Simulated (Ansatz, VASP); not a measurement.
# TaSi2: VASP beside Ansatz

```
CELL_PARAMETERS angstrom
2.95143 0.00000 0.00000
-1.47571 2.55601 0.00000
0.00000 0.00000 6.16799
ATOMIC_POSITIONS crystal
Ta 0.00000 0.00000 0.00000
Si 0.33333 0.66667 0.34053
Si 0.66667 0.33333 0.65947
```

Change from the starting cell: species swapped into the MnI2 type (P-3m1, No. 164).

Alike in both runs: functional PBE; k mesh 18 × 18 × 8; occupations gaussian, width 0.1 eV; no spin polarisation.

Ansatz relaxed the structure, and its values are those at the end. VASP's run is a single point on that final structure, the one shown.

|  | VASP | Ansatz |
| --- | --- | --- |
| version | VASP 6.6.1 | Ansatz 0.2.0 |
| potentials or method | VASP PAW PBE potentials, release 64 (Ta_pv, Si), cutoff 520 eV | scalar-relativistic, plane waves, PAW |
| valence electrons in the cell | 19 | 21 |

Ansatz gave:

- gap on the k mesh at the Fermi level (eV): none
- pressure (GPa): 0.0
- rms of the force components (eV/Å): 0.000

Task: What did VASP give for the same quantities?

Result: gap on the k mesh at the Fermi level (eV): none; pressure (GPa): 0.1; rms of the force components (eV/Å): 0.006.

A gap of «none» marks a metal or a gap that the smearing closes. VASP's potentials hold 19 valence electrons a cell and Ansatz's 21, so a difference there can come from the potentials and not from the codes.

Neither program's run includes spin-orbit coupling.
